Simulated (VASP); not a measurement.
# HfH2 (I4/mmm) in VASP: further runs, part 2 of 2

VASP 6.6.1.

## (3) Single point, PBEsol (volume scaled by 1.06, then relaxed in part)

Contents of INCAR:

```
  PREC = Accurate
  ENCUT = 520
  EDIFF = 1E-6
  ISMEAR = 0
  SIGMA = 0.1
  LREAL = F
  LASPH = T
  NELM = 60
  ALGO = Normal
  ISIF = 2
  LWAVE = F
  LCHARG = F
  GGA = PS
  NBANDS = 13
```

Contents of KPOINTS:

```
Automatic mesh
0
Gamma
  16 16 16
```

Contents of POSCAR:

```
HfH2
1.0
   -1.7574015860      1.7574015860      2.1818475214
    1.7574015860     -1.7574015860      2.1818475214
    1.7574015860      1.7574015860     -2.1818475214
Hf H
1 2
Direct
    0.0000000000      0.0000000000      0.0000000000
    0.7500000000      0.2500000000      0.5000000000
    0.2500000000      0.7500000000      0.5000000000
```

Potentials or basis: VASP PAW PBE potentials, release 64 (Hf_pv, H).

Started as:

```bash
$ cat potpaw_PBE.64/Hf_pv/POTCAR potpaw_PBE.64/H/POTCAR > POTCAR
$ mpirun -np 1 vasp_std > vasp.out
```

OUTCAR:

```text
PREC = Accurate
   ENCUT = 520
   EDIFF = 1E-6
   ISMEAR = 0
   LREAL = F
   LASPH = T
   NELM = 60
   ISIF = 2
   GGA = PS

 ion  position               nearest neighbor table
   1  0.000  0.000  0.000-   2 2.07   3 2.07   2 2.07   3 2.07   2 2.07   3 2.07   2 2.07   3 2.07

   2  0.750  0.250  0.500-   1 2.07   1 2.07   1 2.07   1 2.07
   3  0.250  0.750  0.500-   1 2.07   1 2.07   1 2.07   1 2.07

  LATTYP: Found a body centered tetragonal cell.
 ALAT       =     3.5148031720
 C/A-ratio  =     1.2415190351

  Lattice vectors:

 A1 = (  -1.7574015860,   1.7574015860,   2.1818475214)
 A2 = (   1.7574015860,  -1.7574015860,   2.1818475214)
 A3 = (   1.7574015860,   1.7574015860,  -2.1818475214)

Analysis of symmetry for initial positions (statically):
=====================================================================
 Subroutine PRICEL returns:
 Original cell was already a primitive cell.

 Routine SETGRP: Setting up the symmetry group for a
 body centered tetragonal supercell.

 Subroutine GETGRP returns: Found 16 space group operations
 (whereof 16 operations were pure point group operations)
 out of a pool of 16 trial point group operations.

The static configuration has the point symmetry D_4h.

Analysis of symmetry for dynamics (positions and initial velocities):
=====================================================================
 Subroutine PRICEL returns:
 Original cell was already a primitive cell.

 Routine SETGRP: Setting up the symmetry group for a
 body centered tetragonal supercell.

 Subroutine GETGRP returns: Found 16 space group operations
 (whereof 16 operations were pure point group operations)
 out of a pool of 16 trial point group operations.

The dynamic configuration has the point symmetry D_4h.

 Subroutine INISYM returns: Found 16 space group operations
 (whereof 16 operations are pure point group operations),
 and found     1 'primitive' translations
[... 120 lines left out ...]
  Thomas-Fermi vector in A             =   2.384060
   LORBIT       =      0    0 simple, 1 ext, 2 COOP (PROOUT), +10 PAW based schemes
   GGA     = PS    functional components
   LHFCALC =     F    Hartree Fock is set to
   AEXX    =    0.0000 exact exchange contribution
   IVDW    =     0    specifies the selected vdW correction
   LEPSILON=     F    determine dielectric tensor
   LRPA    =     F    only Hartree local field effects (RPA)
 non-spin polarized calculation
 Gauss-broadening in eV      SIGMA  =   0.10
  energy-cutoff  :      520.00
  volume of cell :       26.95
 maximum number of plane-waves:       756
 NGX is ok and might be reduce to    28
   NGX = 13   NGY = 13   NGZ = 13

 number of electron      11.9999999 magnetization

 Free energy of the ion-electron system (eV)
  ---------------------------------------------------
  ext. energy  EPLUGINS =         0.00000000
  ---------------------------------------------------
  free energy    TOTEN  =       -18.74602459 eV

  energy without entropy =      -18.74360994  energy(sigma->0) =      -18.74481726

 E-fermi :   5.0986     XC(G=0): -11.4336

 val. band max:        5.0620100418   @ k =  -0.1250  -0.1250   0.0625
 cond. band min:       5.1106434786   @ k =  -0.1250  -0.1875   0.1250
 fundamental gap:      0.0486334368
 Fermi energy:         5.0985794645

 k-point     1 :       0.0000    0.0000    0.0000
  band No.  band energies     occupation
      1     -25.9197      2.00000
      2     -25.9197      2.00000
      3     -25.8626      2.00000
      4      -6.0574      2.00000
      5       3.8675      2.00000
      6       4.6132      2.00000
      7       4.6132      2.00000
      8       5.4395      0.00000
      9       6.8153      0.00000
     10       8.1856      0.00000
     11      16.3711      0.00000
     12      16.7355      0.00000
     13      16.7355      0.00000
[... 354 lines left out ...]
  band No.  band energies     occupation
      1     -25.9409      2.00000
      2     -25.9231      2.00000
      3     -25.8702      2.00000
      4      -5.9266      2.00000
      5       2.9066      2.00000
      6       4.7244      2.00000
      7       5.4985      0.00000
      8       5.7191      0.00000
      9       6.6844      0.00000
     10       8.0826      0.00000
     11      15.5773      0.00000
     12      16.8602      0.00000
     13      17.4395      0.00000

 [... further k-points ...]
[... 5 lines left out ...]
  --------------------------------------------------------------------------------------
  -------------------------------------------------------------------------------------
  Total       -1.4477780     -1.4477780     -1.4486173      0.0000000     -0.0000000      0.0000000
  in kB      -86.0569876    -86.0569876    -86.1068754      0.0000000     -0.0000000      0.0000000
  external PRESSURE =     -86.0736169 kB  Pullay stress =       0.0000000 kB

 VOLUME and BASIS-vectors are now :
 -----------------------------------------------------------------------------
  energy-cutoff  :      520.00
  volume of cell :       26.95
      direct lattice vectors                 reciprocal lattice vectors
    -1.757401586  1.757401586  2.181847521     0.000000000  0.284510953  0.229163585
     1.757401586 -1.757401586  2.181847521     0.284510953  0.000000000  0.229163585
     1.757401586  1.757401586 -2.181847521     0.284510953  0.284510953  0.000000000

 POSITION                                       TOTAL-FORCE (eV/Angst)
 -----------------------------------------------------------------------------------
      0.00000      0.00000      0.00000         0.000000     -0.000000      0.000000
      0.00000      1.75740      1.09092        -0.000000     -0.000000     -0.000000
      1.75740      0.00000      1.09092         0.000000      0.000000      0.000000
 -----------------------------------------------------------------------------------
    total drift:                               -0.000000     -0.000000      0.000000

  FREE ENERGIE OF THE ION-ELECTRON SYSTEM (eV)
  ---------------------------------------------------
  free  energy   TOTEN  =       -18.7460245873 eV

  energy  without entropy=      -18.7436099367  energy(sigma->0) =      -18.74481726
```

OSZICAR:

```text
N       E                     dE             d eps       ncg     rms          rms(c)
DAV:   1     0.142247977894E+02    0.14225E+02   -0.64107E+03  9114   0.854E+02
DAV:   2    -0.190568480150E+02   -0.33282E+02   -0.32047E+02 11346   0.177E+02
DAV:   3    -0.198917267867E+02   -0.83488E+00   -0.83063E+00 11288   0.196E+01
DAV:   4    -0.198953326848E+02   -0.36059E-02   -0.36055E-02 10251   0.157E+00
DAV:   5    -0.198953571723E+02   -0.24488E-04   -0.24488E-04 11227   0.110E-01    0.454E+01
DAV:   6    -0.189562634927E+02    0.93909E+00   -0.62352E-01  9749   0.609E+00    0.289E+01
DAV:   7    -0.187863794341E+02    0.16988E+00   -0.82900E-01 10284   0.682E+00    0.520E+00
DAV:   8    -0.187485973421E+02    0.37782E-01   -0.15806E-01  9449   0.316E+00    0.239E+00
DAV:   9    -0.187460735589E+02    0.25238E-02   -0.83570E-03 10344   0.779E-01    0.547E-01
DAV:  10    -0.187460213135E+02    0.52245E-04   -0.87437E-04 11219   0.221E-01    0.192E-01
DAV:  11    -0.187460248922E+02   -0.35787E-05   -0.15624E-05 10951   0.346E-02    0.733E-02
DAV:  12    -0.187460245873E+02    0.30483E-06   -0.46277E-07  6793   0.548E-03
   1 F= -.18746025E+02 E0= -.18744817E+02  d E =-.241465E-02
```

stdout:

```text
POSCAR found type information on POSCAR HfH
 POSCAR found :  2 types and       3 ions
 scaLAPACK will be used
 -----------------------------------------------------------------------------
|                                                                             |
|                                                                             |
|     You enforced a specific xc type in the INCAR file but a different       |
|     I HOPE YOU KNOW WHAT YOU ARE DOING!                                     |
|                                                                             |
 -----------------------------------------------------------------------------

 LDA part: xc-table for (Slater+PW92), standard interpolation
 POSCAR, INCAR and KPOINTS ok, starting setup
 FFT: planning ... GRIDC
 FFT: planning ... GRID_SOFT
 FFT: planning ... GRID
 WAVECAR not read
 entering main loop
```

Run time: 53 s. Hardware: 1 thread of Intel Xeon 6975P-C (Granite Rapids), shared host; peak memory 0.26 GiB.

What came out:

```
Free energy            : -18.7460 eV
Pressure               : -8.6 GPa
Band gap on the k mesh : zero (band 6 reaches 5.74 eV, above the bottom of band 7 at 4.61 eV)
```

Levels at points of the mesh, in eV from the Fermi level:
```csv
k point,band 4,band 5,band 6,band 7,band 8,band 9
"(0.00, 0.00, 0.00)",-11.16,-1.23,-0.49,-0.49,0.34,1.72
"(0.50, 0.00, 0.00)",-8.27,-5.20,-0.86,0.59,3.60,4.50
"(0.50, 0.50, 0.00)",-6.45,-5.79,-4.08,3.74,3.94,5.12
"(0.50, 0.50, 0.50)",-7.59,-4.28,-3.72,4.42,4.53,4.53
```

Caveat: the cell differs from its parent crystal (volume scaled by 1.06, then relaxed in part); the PAW data sets were made with another functional, which shifts forces and pressure a little; spin-orbit coupling is left out, which moves the levels of the heavy elements.

## (4) Single point, PBEsol (volume scaled by 1.10, then relaxed in part)

Contents of INCAR:

```
  ALGO = Normal
  EDIFF = 1E-7
  ENCUT = 520
  GGA = PS
  ISIF = 2
  ISMEAR = 0
  LASPH = True
  LCHARG = True
  LELF = True
  LREAL = False
  LVHAR = True
  LWAVE = False
  NBANDS = 13
  NELM = 80
  PREC = Accurate
  SIGMA = 0.1
```

Contents of KPOINTS:

```
k-points
0
Gamma
  16 16 16
```

Contents of POSCAR:

```
HfH2
1.0
   -1.7748189788      1.7748189788      2.2199598310
    1.7748189788     -1.7748189788      2.2199598310
    1.7748189788      1.7748189788     -2.2199598310
Hf H
1 2
Direct
    0.0000000000      0.0000000000      0.0000000000
    0.7500000000      0.2500000000      0.5000000000
    0.2500000000      0.7500000000      0.5000000000
```

Started as:

```bash
$ cat potpaw_PBE.64/Hf_pv/POTCAR potpaw_PBE.64/H/POTCAR > POTCAR
$ mpirun -np 1 vasp_std > vasp.out
```

Wall time 72 s (1 thread of Intel Xeon 6975P-C (Granite Rapids), shared host); peak memory 0.26 GiB.

Results (log left out):

```
Free energy            : -18.6783 eV
Pressure               : -12.9 GPa
Band gap on the k mesh : zero (band 6 reaches 5.43 eV, above the bottom of band 7 at 4.39 eV)
```

Levels at points of the mesh, in eV from the Fermi level:
| k point | band 3 | band 4 | band 5 | band 6 | band 7 | band 8 | band 9 | band 10 |
| --- | --- | --- | --- | --- | --- | --- | --- | --- |
| (0.00, 0.00, 0.00) | -31.09 | -10.95 | -1.26 | -0.47 | -0.47 | 0.28 | 1.68 | 2.95 |
| (0.50, 0.00, 0.00) | -31.14 | -8.10 | -5.21 | -0.79 | 0.51 | 3.46 | 4.43 | 4.44 |
| (0.50, 0.50, 0.00) | -31.22 | -6.33 | -5.76 | -3.95 | 3.59 | 3.78 | 4.84 | 6.03 |
| (0.50, 0.50, 0.50) | -31.36 | -7.36 | -4.38 | -3.59 | 4.20 | 4.30 | 4.30 | 5.15 |

Caveat: the cell differs from its parent crystal (volume scaled by 1.10, then relaxed in part); the PAW data sets were made with another functional, which shifts forces and pressure a little; spin-orbit coupling is left out, which moves the levels of the heavy elements.

## (5) Relaxation of shape and atoms at fixed volume, PBEsol (volume scaled by 0.97)

Contents of INCAR:

```
PREC     = Accurate       # precision mode
ENCUT    = 600            # plane-wave cutoff, eV
EDIFF    = 1E-6           # SCF threshold, eV
ISMEAR   = 0              # smearing method
SIGMA    = 0.1            # smearing width, eV
LREAL    = False          # projectors in reciprocal space
LASPH    = True           # aspherical terms in the spheres
NELM     = 100            # most SCF steps
ALGO     = Normal         # electronic algorithm
ISIF     = 4              # what is computed and relaxed
LWAVE    = False          # write WAVECAR
LCHARG   = False          # write CHGCAR
GGA      = PS             # functional
IBRION   = 2              # ionic algorithm
NSW      = 50             # ionic steps
EDIFFG   = -0.01          # ionic threshold
```

Contents of KPOINTS:

```
Automatic mesh
0
Gamma
  16 16 16
```

Contents of POSCAR:

```
HfH2
1.0
   -1.7146370547      1.7146370547      2.0974319713
    1.7146370547     -1.7146370547      2.0974319713
    1.7146370547      1.7146370547     -2.0974319713
Hf H
1 2
Direct
    0.0000000000      0.0000000000      0.0000000000
    0.7500000000      0.2500000000      0.5000000000
    0.2500000000      0.7500000000      0.5000000000
```

Started as:

```bash
$ cat potpaw_PBE.64/Hf_pv/POTCAR potpaw_PBE.64/H/POTCAR > POTCAR
$ mpirun -np 1 vasp_std > vasp.out
```

Run time: 90 s. Hardware: 1 thread of Intel Xeon 6975P-C (Granite Rapids), shared host; peak memory 0.26 GiB.

The run converged. Its results:

| Quantity | Value |
| --- | --- |
| Free energy | -18.7832 eV |
| Energy gained by relaxing | 0.1 meV/atom |
| Ionic steps | 3 |
| Pressure after relaxing | 4.4 GPa |
| Band gap on the k mesh | zero (band 6 reaches 6.40 eV, above the bottom of band 7 at 5.16 eV) |

Stress tensor (GPa, compression positive):
```
4.45 0.00 0.00
0.00 4.45 0.00
0.00 0.00 4.24
```

The path:
| step | energy change (eV) | largest force (eV/Å) | pressure (GPa) | volume (Å³) |
| --- | --- | --- | --- | --- |
| 1 | 0.0000 | 0.0000 | 4.50 | 24.67 |
| 2 | -0.0001 | 0.0000 | 4.45 | 24.67 |
| 3 | -0.0003 | 0.0000 | 4.38 | 24.67 |

Final structure:
```
Hf H
1.0
    -1.71814    1.71814    2.08888
     1.71814   -1.71814    2.08888
     1.71814    1.71814   -2.08888
Hf H
1 2
Direct
  0.00000 0.00000 0.00000
  0.75000 0.25000 0.50000
  0.25000 0.75000 0.50000
```

Levels at points of the mesh, in eV from the Fermi level:
```tsv
k point	band 2	band 3	band 4	band 5	band 6	band 7	band 8	band 9	band 10
(0.00, 0.00, 0.00)	-30.70	-30.63	-11.64	-1.13	-0.51	-0.51	0.52	1.77	3.42
(0.50, 0.00, 0.00)	-30.85	-30.69	-8.68	-5.13	-1.04	0.83	3.94	4.67	5.38
(0.50, 0.50, 0.00)	-30.89	-30.81	-6.75	-5.81	-4.40	4.09	4.30	5.84	6.71
(0.50, 0.50, 0.50)	-31.05	-31.05	-8.18	-4.04	-3.95	4.99	5.09	5.09	5.76
```

Caveat: the cell differs from its parent crystal (volume scaled by 0.97); the PAW data sets were made with another functional, which shifts forces and pressure a little; spin-orbit coupling is left out, which moves the levels of the heavy elements.

## (6) Single point, PBEsol (biaxial strain in the a-b plane: +2.0 %, then relaxed in part)

Contents of INCAR:

```
  PREC = Accurate
  ENCUT = 520
  EDIFF = 1E-6
  ISMEAR = 0
  SIGMA = 0.1
  LREAL = False
  LASPH = True
  NELM = 60
  ALGO = Normal
  ISIF = 2
  LWAVE = False
  LCHARG = True
  GGA = PS
  LELF = True
  LVHAR = True
  NBANDS = 21
```

Contents of KPOINTS:

```
regular mesh
0
Gamma
  10 10 8
```

Contents of POSCAR:

```
HfH2
1.0
    3.5335545017      0.0000000000      0.0000000000
    0.0000000000      3.5335545017      0.0000000000
    0.0000000000      0.0000000000      4.1307432991
Hf H
2 4
Direct
    0.0000000000      0.0000000000      0.0000000000
    0.5000000000      0.5000000000      0.5000000000
    0.0000000000      0.5000000000      0.2500000000
    0.5000000000      0.0000000000      0.2500000000
    0.5000000000      0.0000000000      0.7500000000
    0.0000000000      0.5000000000      0.7500000000
```

Potentials or basis: VASP PAW PBE potentials, release 64 (Hf_pv, H).

Started as:

```bash
$ cat potpaw_PBE.64/Hf_pv/POTCAR potpaw_PBE.64/H/POTCAR > POTCAR
$ mpirun -np 1 vasp_std > vasp.out
```

Wall time 53 s (1 thread of Intel Xeon Platinum 8559C (Emerald Rapids), shared host); peak memory 0.23 GiB.

The run converged. Its results:

```
Free energy            : -37.5590 eV
Pressure               : -3.5 GPa
Band gap on the k mesh : zero (band 12 reaches 5.93 eV, above the bottom of band 13 at 4.92 eV)
```

Stress tensor (GPa, compression positive):
```
-4.89  0.00  0.00
 0.00 -4.89  0.00
 0.00  0.00 -0.58
```

Levels at points of the mesh, in eV from the Fermi level:
| k point | band 9 | band 10 | band 11 | band 12 | band 13 | band 14 | band 15 | band 16 |
| --- | --- | --- | --- | --- | --- | --- | --- | --- |
| (0.00, 0.00, 0.00) | -3.68 | -3.58 | -0.88 | -0.37 | -0.37 | 0.83 | 1.48 | 3.23 |
| (0.50, 0.00, 0.00) | -4.73 | -4.73 | -1.42 | -1.42 | 0.78 | 0.78 | 1.76 | 1.76 |
| (0.50, 0.50, 0.00) | -5.91 | -5.91 | -4.19 | -4.19 | 3.72 | 3.72 | 3.82 | 3.82 |
| (0.00, 0.00, 0.50) | -5.96 | -5.96 | 0.64 | 0.64 | 0.64 | 0.64 | 1.33 | 1.33 |
| (0.50, 0.00, 0.50) | -5.07 | -5.07 | -1.07 | -1.07 | 1.16 | 1.16 | 3.60 | 3.60 |
| (0.50, 0.50, 0.50) | -6.15 | -6.15 | -2.27 | -2.27 | 1.77 | 1.77 | 3.78 | 3.78 |

Caveat: the cell differs from its parent crystal (biaxial strain in the a-b plane: +2.0 %, then relaxed in part); the PAW data sets were made with another functional, which shifts forces and pressure a little; spin-orbit coupling is left out, which moves the levels of the heavy elements.

## (7) Overview

| task | cell | k mesh | cutoff (eV) | gap on the mesh (eV) | pressure (GPa) |
| --- | --- | --- | --- | --- | --- |
| single point | a = 3.287 Å, angles 116.1, 116.1, 96.9°, 3 atoms | 16 × 16 × 16 | 520 | none | -5.7 |
| single point | a = 3.307 Å, angles 115.8, 115.8, 97.4°, 3 atoms | 16 × 16 × 16 | 520 | none | -8.6 |
| single point | a = 3.351 Å, angles 116.0, 116.0, 97.0°, 3 atoms | 16 × 16 × 16 | 520 | none | -12.9 |
| relaxation of shape and atoms at fixed volume | relaxed from a = 3.206 Å, angles 115.3, 115.3, 98.3°, 3 atoms | 16 × 16 × 16 | 600 | none | 4.4 |
| single point | a = 3.534, b = 3.534, c = 4.131 Å, 6 atoms | 10 × 10 × 8 | 520 | none | -3.5 |

Alike in all rows: level PBEsol; potentials or basis VASP PAW PBE potentials, release 64 (Hf_pv, H); no spin polarisation; smearing gaussian 0.1 eV.

Caveats: the PAW data sets were made with another functional, which shifts forces and pressure a little; spin-orbit coupling is left out, which moves the levels of the heavy elements.

Total energies depend on the potentials used, so only differences within one code and one set of settings carry meaning.
